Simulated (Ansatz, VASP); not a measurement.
IrPt3C: VASP beside Ansatz

```
CELL_PARAMETERS angstrom
4.81452 0.00000 0.00000
0.00000 4.81452 0.00000
0.00000 0.00000 4.81452
ATOMIC_POSITIONS crystal
Ir 0.00000 0.00000 0.00000
Pt 0.50000 0.00000 0.00000
Pt 0.00000 0.50000 0.00000
Pt 0.00000 0.00000 0.50000
C 0.50000 0.50000 0.50000
```

Change from the starting cell: species swapped into the EuH3Pd type (Pm-3m, No. 221).

Alike in both runs: functional PBE; k mesh 8 × 8 × 8; occupations gaussian, width 0.1 eV; no spin polarisation.

Ansatz relaxed the structure, and its values are those at the end. VASP's run is a single point on that final structure, the one shown.

|  | VASP | Ansatz |
| --- | --- | --- |
| version | VASP 6.6.1 | Ansatz 0.2.0 |
| potentials or method | VASP PAW PBE potentials, release 64 (Ir, Pt, C), cutoff 520 eV | scalar-relativistic, plane waves, PAW |
| valence electrons in the cell | 43 | 75 |

```tsv
	VASP	Ansatz	Ansatz less VASP
gap on the k mesh at the Fermi level (eV)	none	none	-
pressure (GPa)	-0.2	0.0	+0.22
```

A gap of «none» marks a metal or a gap that the smearing closes. VASP's potentials hold 43 valence electrons a cell and Ansatz's 75, so a difference there can come from the potentials and not from the codes.

Neither program's run includes spin-orbit coupling.
